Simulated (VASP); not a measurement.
# Cd2Se3 (Pm-3m) in VASP: further runs

Aim: see how the results for Cd2Se3 move with the level of theory and the settings. Levels: PBE, r2SCAN. Tasks: relaxation of cell and atoms, single point.

Everything below comes from runs of VASP 6.6.1. Logs are shortened: lines on timing, memory, paths and dates and some standing lists are left out, and cuts for length are marked.

## (1) The cell of the first run

Symmetry: Pm-3m, No. 221, cubic system. The conventional cell has a = 5.117 Å, b = 5.117 Å, c = 5.117 Å, α = 90.00°, β = 90.00°, γ = 90.00°. Cd (site symmetry m-3m) has 12 Se at 3.62 Å and 8 Cd at 4.43 Å within 4.8 Å. Within 3.4 Å of Cd (site symmetry m-3m) lie 6 Se at 2.56 Å. Se (site symmetry 4/mmm) has 2 Cd at 2.56 Å within 3.4 Å.

The cell was generated, and may not be a known phase.

## (2) Relaxation of cell and atoms, PBE

The input, INCAR:

```
PREC = Accurate
ENCUT = 600
EDIFF = 1E-6
ISMEAR = 0
SIGMA = 0.1
LREAL = False
LASPH = True
NELM = 80
ALGO = Normal
ISIF = 3
LWAVE = False
LCHARG = False
GGA = PE
IBRION = 2
NSW = 90
EDIFFG = -0.04
```

The input, KPOINTS:

```
Automatic mesh
0
Gamma
  4 4 4
```

The input, POSCAR:

```
Cd2Se3
1.0
    5.1168232300      0.0000000000      0.0000000000
    0.0000000000      5.1168232300      0.0000000000
    0.0000000000      0.0000000000      5.1168232300
Cd Se
2 3
Direct
    0.0000000000      0.0000000000      0.0000000000
    0.5000000000      0.5000000000      0.5000000000
    0.0000000000      0.5000000000      0.5000000000
    0.5000000000      0.0000000000      0.5000000000
    0.5000000000      0.5000000000      0.0000000000
```

Potentials or basis: VASP PAW PBE potentials, release 64 (Cd, Se).

On the command line:

```sh
$ cat potpaw_PBE.64/Cd/POTCAR potpaw_PBE.64/Se/POTCAR > POTCAR
$ mpirun -np 1 vasp_std > vasp.out
```

OUTCAR:

```text
PREC = Accurate
   ENCUT = 600
   EDIFF = 1E-6
   ISMEAR = 0
   LREAL = False
   LASPH = True
   NELM = 80
   ISIF = 3
   GGA = PE
   IBRION = 2
   NSW = 90
   EDIFFG = -0.04

 ion  position               nearest neighbor table
   1  0.000  0.000  0.000-
   2  0.500  0.500  0.500-   3 2.56   4 2.56   5 2.56   5 2.56   4 2.56   3 2.56
   3  0.000  0.500  0.500-   2 2.56   2 2.56
   4  0.500  0.000  0.500-   2 2.56   2 2.56
   5  0.500  0.500  0.000-   2 2.56   2 2.56

  LATTYP: Found a simple cubic cell.
 ALAT       =     5.1168232300

  Lattice vectors:

 A1 = (   5.1168232300,   0.0000000000,   0.0000000000)
 A2 = (   0.0000000000,   5.1168232300,   0.0000000000)
 A3 = (   0.0000000000,   0.0000000000,   5.1168232300)

Analysis of symmetry for initial positions (statically):
=====================================================================
 Subroutine PRICEL returns:
 Original cell was already a primitive cell.

 Routine SETGRP: Setting up the symmetry group for a
 simple cubic supercell.

 Subroutine GETGRP returns: Found 48 space group operations
 (whereof 48 operations were pure point group operations)
 out of a pool of 48 trial point group operations.

The static configuration has the point symmetry O_h .

Analysis of symmetry for dynamics (positions and initial velocities):
=====================================================================
 Subroutine PRICEL returns:
 Original cell was already a primitive cell.

 Routine SETGRP: Setting up the symmetry group for a
 simple cubic supercell.

 Subroutine GETGRP returns: Found 48 space group operations
 (whereof 48 operations were pure point group operations)
 out of a pool of 48 trial point group operations.

The dynamic configuration has the point symmetry O_h .

 Subroutine INISYM returns: Found 48 space group operations
 (whereof 48 operations are pure point group operations),
 and found     1 'primitive' translations

----------------------------------------------------------------------------------------

                                     Primitive cell

  volume of cell :     133.9681

  direct lattice vectors                    reciprocal lattice vectors
     5.116823230  0.000000000  0.000000000     0.195433759  0.000000000  0.000000000
     0.000000000  5.116823230  0.000000000     0.000000000  0.195433759  0.000000000
     0.000000000  0.000000000  5.116823230     0.000000000  0.000000000  0.195433759

  length of vectors
     5.116823230  5.116823230  5.116823230     0.195433759  0.195433759  0.195433759

  position of ions in fractional coordinates (direct lattice)
     0.000000000  0.000000000  0.000000000
     0.500000000  0.500000000  0.500000000
     0.000000000  0.500000000  0.500000000
     0.500000000  0.000000000  0.500000000
     0.500000000  0.500000000  0.000000000

  ion indices of the primitive-cell ions
   primitive index   ion index
                 1           1
                 2           2
                 3           3
                 4           4
                 5           5

----------------------------------------------------------------------------------------

 KPOINTS: Automatic mesh

Automatic generation of k-mesh.
 Grid dimensions read from file:
 generate k-points for:    4    4    4

 Generating k-lattice:

  Cartesian coordinates                     Fractional coordinates (reciprocal lattice)
     0.048858440  0.000000000  0.000000000     0.250000000  0.000000000  0.000000000
     0.000000000  0.048858440  0.000000000     0.000000000  0.250000000  0.000000000
     0.000000000  0.000000000  0.048858440     0.000000000  0.000000000  0.250000000

  Length of vectors
     0.048858440  0.048858440  0.048858440

  Shift w.r.t. Gamma in fractional coordinates (k-lattice)
     0.000000000  0.000000000  0.000000000

 Subroutine IBZKPT returns following result:
 ===========================================

 Found     10 irreducible k-points:

 Following reciprocal coordinates:
            Coordinates               Weight
  0.000000  0.000000  0.000000      1.000000
  0.250000  0.000000  0.000000      6.000000
  0.500000  0.000000  0.000000      3.000000
  0.250000  0.250000  0.000000     12.000000
  0.500000  0.250000  0.000000     12.000000
  0.500000  0.500000  0.000000      3.000000
  0.250000  0.250000  0.250000      8.000000
  0.500000  0.250000  0.250000     12.000000
  0.500000  0.500000  0.250000      6.000000
  0.500000  0.500000  0.500000      1.000000
   k-points           NKPTS =     10   k-points in BZ     NKDIM =     10   number of bands    NBANDS=     25
   number of dos      NEDOS =    301   number of ions     NIONS =      5
   total plane-waves  NPLWV =  74088
   dimension x,y,z NGX =    42 NGY =   42 NGZ =   42
   dimension x,y,z NGXF=    84 NGYF=   84 NGZF=   84
   ions per type =               2   3
   NGX,Y,Z   is equivalent  to a cutoff of  13.65, 13.65, 13.65 a.u.
   NGXF,Y,Z  is equivalent  to a cutoff of  27.29, 27.29, 27.29 a.u.
 SYSTEM =  unknown system
   PREC   = accura    normal or accurate (medium, high low for compatibility)
   ISTART =      0    job   : 0-new  1-cont  2-samecut
   ICHARG =      2    charge: 1-file 2-atom 10-const
   ISPIN  =      1    spin polarized calculation?
   LNONCOLLINEAR =      F non collinear calculations
   LSORBIT =      F    spin-orbit coupling
   LASPH  =      T    aspherical Exc in radial PAW
   ENCUT  =  600.0 eV  44.10 Ry    6.64 a.u.  10.22 10.22 10.22*2*pi/ulx,y,z
   NELM   =     80;   NELMIN=  2; NELMDL= -5     # of ELM steps
   EDIFF  = 0.1E-05   stopping-criterion for ELM
   LREAL  =      F    real-space projection
   EDIFFG = -.4E-01   stopping-criterion for IOM
   NSW    =     90    number of steps for IOM
   IBRION =      2    ionic relax: 0-MD 1-quasi-New 2-CG
   NFREE  =      1    steps in history (QN), initial steepest desc. (CG)
   ISIF   =      3    stress and relaxation
   ISYM   =      2    0-nonsym 1-usesym 2-fastsym
   POTIM  = 0.5000    time-step for ionic-motion
   TEBEG  =    0.0;   TEEND  =   0.0 temperature during run
   PSTRESS=    0.0 pullay stress
   NELECT =      42.0000    total number of electrons
   NUPDOWN=      -1.0000    fix difference up-down
   EMIN   =  10.00;   EMAX   =-10.00  energy-range for DOS
   EFERMI =   0.00;   METHOD = LEGACY
   ISMEAR =     0;   SIGMA  =   0.10  broadening in eV -4-tet -1-fermi 0-gaus
   EFERMI_NEDOS =   21; number of points for ismear=-14 and -15
   IALGO  =     38    algorithm
   IMIX   =      4    mixing-type and parameters
     AMIX     =   0.40;   BMIX     =  1.00
     AMIX_MAG =   1.60;   BMIX_MAG =  1.00
  volume/ion in A,a.u.               =      26.79       180.81
  Fermi-wavevector in a.u.,A,eV,Ry     =   1.112135  2.101630 16.828288  1.236844
  Thomas-Fermi vector in A             =   2.248706
   LORBIT       =      0    0 simple, 1 ext, 2 COOP (PROOUT), +10 PAW based schemes
   GGA     = PE    functional components
   LHFCALC =     F    Hartree Fock is set to
   AEXX    =    0.0000 exact exchange contribution
   IVDW    =     0    specifies the selected vdW correction
   LEPSILON=     F    determine dielectric tensor
   LRPA    =     F    only Hartree local field effects (RPA)
 conjugate gradient relaxation of ions
 non-spin polarized calculation
 Gauss-broadening in eV      SIGMA  =   0.10
  energy-cutoff  :      600.00
  volume of cell :      133.97
 maximum number of plane-waves:      4492
 NGX is ok and might be reduce to    42
   NGX = 21   NGY = 21   NGZ = 21

--------------------------------------- Ionic step        1  -------------------------------------------

 number of electron      41.9999995 magnetization

 Free energy of the ion-electron system (eV)
  ---------------------------------------------------
  ext. energy  EPLUGINS =         0.00000000
  ---------------------------------------------------
  free energy    TOTEN  =        -9.53491879 eV

  energy without entropy =       -9.49312862  energy(sigma->0) =       -9.51402370

------------------------ aborting loop because EDIFF is reached ----------------------------------------

  FORCE on cell =-STRESS in cart. coord.  units (eV):
  Direction    XX          YY          ZZ          XY          YZ          ZX
  --------------------------------------------------------------------------------------
  -------------------------------------------------------------------------------------
  Total        3.2374833      3.2374833      3.2374833      0.0000000      0.0000000      0.0000000
  in kB       38.7183531     38.7183531     38.7183531      0.0000000      0.0000000      0.0000000
  external PRESSURE =      38.7183531 kB  Pullay stress =       0.0000000 kB

 VOLUME and BASIS-vectors are now :
 -----------------------------------------------------------------------------
  energy-cutoff  :      600.00
  volume of cell :      133.97
      direct lattice vectors                 reciprocal lattice vectors
     5.116823230  0.000000000  0.000000000     0.195433759  0.000000000  0.000000000
     0.000000000  5.116823230  0.000000000     0.000000000  0.195433759  0.000000000
     0.000000000  0.000000000  5.116823230     0.000000000  0.000000000  0.195433759
[... 40 lines left out ...]
 POSITION                                       TOTAL-FORCE (eV/Angst)
 -----------------------------------------------------------------------------------
      0.00000      0.00000      0.00000         0.000000     -0.000000      0.000000
      2.63833      2.63833      2.63833        -0.000000      0.000000      0.000000
      0.00000      2.63833      2.63833        -0.000000     -0.000000      0.000000
      2.63833      0.00000      2.63833         0.000000     -0.000000      0.000000
      2.63833      2.63833      0.00000         0.000000     -0.000000      0.000000
 -----------------------------------------------------------------------------------
    total drift:                                0.000000     -0.000000     -0.000000

  FREE ENERGIE OF THE ION-ELECTRON SYSTEM (eV)
  ---------------------------------------------------
  free  energy   TOTEN  =        -9.6666236865 eV

  energy  without entropy=       -9.6183987196  energy(sigma->0) =       -9.64251120

--------------------------------------- Ionic step        3  -------------------------------------------

 number of electron      42.0000008 magnetization

 Free energy of the ion-electron system (eV)
  ---------------------------------------------------
  ext. energy  EPLUGINS =         0.00000000
  ---------------------------------------------------
  free energy    TOTEN  =        -9.66741457 eV

  energy without entropy =       -9.61989509  energy(sigma->0) =       -9.64365483

 E-fermi :   1.0020     XC(G=0):  -8.9647

 val. band max:        0.9730955856   @ k =   0.5000   0.2500   0.0000
 cond. band min:       1.0496601709   @ k =   0.2500   0.2500   0.0000
 fundamental gap:      0.0765645853
 Fermi energy:         1.0019895039

 k-point     1 :       0.0000    0.0000    0.0000
  band No.  band energies     occupation
      1     -11.8666      2.00000
      2     -10.9135      2.00000
      3     -10.9135      2.00000
      4      -7.1321      2.00000
      5      -7.1321      2.00000
      6      -7.1321      2.00000
[... 17 lines left out ...]
     24       1.8958      0.00000
     25       7.0491      0.00000
[... 272 lines left out ...]
 POSITION                                       TOTAL-FORCE (eV/Angst)
 -----------------------------------------------------------------------------------
      0.00000      0.00000      0.00000         0.000000     -0.000000      0.000000
      2.63190      2.63190      2.63190        -0.000000      0.000000      0.000000
      0.00000      2.63190      2.63190        -0.000000     -0.000000      0.000000
      2.63190      0.00000      2.63190         0.000000     -0.000000      0.000000
      2.63190      2.63190      0.00000         0.000000     -0.000000      0.000000
 -----------------------------------------------------------------------------------
    total drift:                                0.000000     -0.000000     -0.000000

  FREE ENERGIE OF THE ION-ELECTRON SYSTEM (eV)
  ---------------------------------------------------
  free  energy   TOTEN  =        -9.6674145661 eV

  energy  without entropy=       -9.6198950916  energy(sigma->0) =       -9.64365483

 reached required accuracy - stopping structural energy minimisation
```

Wall time 2.3 min (1 thread of Intel Xeon Platinum 8259CL at 2.50GHz (Skylake/Cascade Lake), shared host); peak memory 0.28 GiB.

What came out:

* Free energy: -9.6674 eV
* Relaxed volume: 29.17 Å³/atom
* Relaxed cell: a = 5.264 Å, b = 5.264 Å, c = 5.264 Å, α = 90.00°, β = 90.00°, γ = 90.00°
* Space group after relaxing (to 0.1 Å): Pm-3m (No. 221)
* Energy gained by relaxing: 26.5 meV/atom
* Ionic steps: 3
* Pressure after relaxing: 0.0 GPa
* Band gap on the k mesh: zero (bands 21 and 22 overlap by 0.87 eV)

Step by step:
```
step  energy change (eV)  largest force (eV/Å)  pressure (GPa)  volume (Å³)
   1              0.0000                0.0000            3.87       133.97
   2             -0.1317                0.0000           -0.26       146.92
   3             -0.1325                0.0000            0.01       145.85
```

Final structure:
```xyz
5
Lattice="5.2638 0.0000 0.0000 0.0000 5.2638 0.0000 0.0000 0.0000 5.2638" Properties=species:S:1:pos:R:3 pbc="T T T"
Cd    0.0000    0.0000    0.0000
Cd    2.6319    2.6319    2.6319
Se    0.0000    2.6319    2.6319
Se    2.6319    0.0000    2.6319
Se    2.6319    2.6319    0.0000
```

Levels at points of the mesh, in eV from the Fermi level:
```tsv
k point	band 19	band 20	band 21	band 22	band 23	band 24
(0.00, 0.00, 0.00)	-0.58	-0.58	-0.32	-0.32	-0.32	0.89
(0.50, 0.00, 0.00)	-1.13	-0.90	-0.30	-0.30	0.82	3.05
(0.50, 0.50, 0.00)	-0.91	-0.91	0.51	0.52	0.78	3.81
(0.50, 0.50, 0.50)	0.52	0.52	0.52	0.81	0.81	5.11
```

## (3) Single point, r2SCAN

This run uses another cell than the first one, of 28.70 Å³/atom.

POSCAR, as its differences from that of step 2:

```diff
@@ -2,5 +2,5 @@
 1.0
-    5.1168232300      0.0000000000      0.0000000000
-    0.0000000000      5.1168232300      0.0000000000
-    0.0000000000      0.0000000000      5.1168232300
+    5.2353904572      0.0000000000      0.0000000000
+    0.0000000000      5.2353904572      0.0000000000
+    0.0000000000      0.0000000000      5.2353904572
 Cd Se
```

The input, INCAR.step1:

```
PREC = Accurate
ENCUT = 520
ISMEAR = 0
SIGMA = 0.1
LREAL = F
LASPH = T
NELM = 100
NBANDS = 29
GGA = PE
ALGO = Normal
EDIFF = 1E-4
LWAVE = T
LCHARG = F
```

The input, INCAR.step2:

```
PREC = Accurate
ENCUT = 520
EDIFF = 1E-6
ISMEAR = 0
SIGMA = 0.1
LREAL = F
LASPH = T
NELM = 100
ALGO = Normal
ISIF = 2
LWAVE = F
LCHARG = T
METAGGA = R2SCAN
LMIXTAU = T
LELF = T
LVHAR = T
NBANDS = 29
ISTART = 1
```

The input, KPOINTS:

```
Automatic mesh
0
Gamma
  8 8 8
```

Potentials or basis: VASP PAW PBE potentials, release 64 (Cd, Se).

On the command line:

```sh
$ cat potpaw_PBE.64/Cd/POTCAR potpaw_PBE.64/Se/POTCAR > POTCAR
$ cp INCAR.step1 INCAR
$ mpirun -np 1 vasp_std > vasp.out
$ cp INCAR.step2 INCAR
$ mpirun -np 1 vasp_std > vasp.out
```

It took 9.6 min on 1 thread of Intel Xeon Platinum 8259CL at 2.50GHz (Skylake/Cascade Lake), shared host; peak memory 0.33 GiB.

Results (log left out):

```yaml
Free_energy: -81.0314 eV
Pressure: -1.0 GPa
Band_gap_on_the_k_mesh: zero (bands 21 and 22 overlap by 0.94 eV)
```

Levels at points of the mesh, in eV from the Fermi level:
```tsv
k point	band 19	band 20	band 21	band 22	band 23	band 24
(0.00, 0.00, 0.00)	-0.65	-0.65	-0.37	-0.37	-0.37	1.42
(0.50, 0.00, 0.00)	-1.22	-0.98	-0.35	-0.35	1.03	3.41
(0.50, 0.50, 0.00)	-1.00	-1.00	0.52	0.71	0.78	4.16
(0.50, 0.50, 0.50)	0.53	0.53	0.53	0.81	0.81	5.73
```

Caveat: the PAW data sets were made with another functional, which shifts forces and pressure a little.

## (4) Relaxation of cell and atoms, PBE

This run uses another cell than the first one, of 28.83 Å³/atom.

The input, INCAR:

```
PREC = Accurate
ENCUT = 600
EDIFF = 1E-7
ISMEAR = 0
SIGMA = 0.1
LREAL = F
LASPH = T
NELM = 80
ALGO = Normal
ISIF = 3
LWAVE = F
LCHARG = F
GGA = PE
IBRION = 2
NSW = 100
EDIFFG = -0.01
```

KPOINTS is that of step 3.

POSCAR, as its differences from that of step 3:

```diff
@@ -2,5 +2,5 @@
 1.0
-    5.2353904572      0.0000000000      0.0000000000
-    0.0000000000      5.2353904572      0.0000000000
-    0.0000000000      0.0000000000      5.2353904572
+    5.2433689858      0.0000000000      0.0000000000
+    0.0000000000      5.2433689858      0.0000000000
+    0.0000000000      0.0000000000      5.2433689858
 Cd Se
```

On the command line:

```sh
$ cat potpaw_PBE.64/Cd/POTCAR potpaw_PBE.64/Se/POTCAR > POTCAR
$ mpirun -np 1 vasp_std > vasp.out
```

It took 2.7 min on 1 thread of Intel Xeon Platinum 8259CL at 2.50GHz (Skylake/Cascade Lake), shared host; peak memory 0.34 GiB.

The run converged. Its results:

- Free energy: -9.7652 eV
- Pressure after relaxing: 0.0 GPa
- Band gap on the k mesh: zero (bands 21 and 22 overlap by 0.96 eV)

Final structure:
```xyz
5
Lattice="5.2434 0.0000 0.0000 0.0000 5.2434 0.0000 0.0000 0.0000 5.2434" Properties=species:S:1:pos:R:3 pbc="T T T"
Cd    0.0000    0.0000    0.0000
Cd    2.6217    2.6217    2.6217
Se    0.0000    2.6217    2.6217
Se    2.6217    0.0000    2.6217
Se    2.6217    2.6217    0.0000
```

Levels at points of the mesh, in eV from the Fermi level:
```
           k point  band 18  band 19  band 20  band 21  band 22  band 23  band 24  band 25
(0.00, 0.00, 0.00)    -0.58    -0.58    -0.58    -0.33    -0.33    -0.33     0.87     6.08
(0.50, 0.00, 0.00)    -1.14    -1.14    -0.90    -0.30    -0.30     0.88     3.08     4.76
(0.50, 0.50, 0.00)    -1.59    -0.92    -0.92     0.54     0.58     0.76     3.85     4.92
(0.50, 0.50, 0.50)    -1.32     0.54     0.54     0.54     0.79     0.79     5.09     5.09
```

Caveat: the relaxation stopped at its first step, so nothing moved.

## (5) Summary

```tsv
task	level	cell	k mesh	cutoff (eV)	gap on the mesh (eV)	pressure (GPa)
relaxation of cell and atoms	PBE	relaxed from a = 5.117 Å, 5 atoms	4 × 4 × 4	600	none	0.0
single point	r2SCAN	a = 5.235 Å, 5 atoms	8 × 8 × 8	520	none	-1.0
relaxation of cell and atoms	PBE	relaxed from a = 5.243 Å, 5 atoms	8 × 8 × 8	600	none	0.0
```

Alike in all rows: potentials or basis VASP PAW PBE potentials, release 64 (Cd, Se); no spin polarisation; smearing gaussian 0.1 eV.

Caveats: the PAW data sets were made with another functional, which shifts forces and pressure a little (at least some runs); the relaxation stopped at its first step, so nothing moved (at least some runs).

Absolute energies hang on the potentials; compare differences alone.

The gap in the log of VASP goes by the Fermi energy; the results here count the filled bands.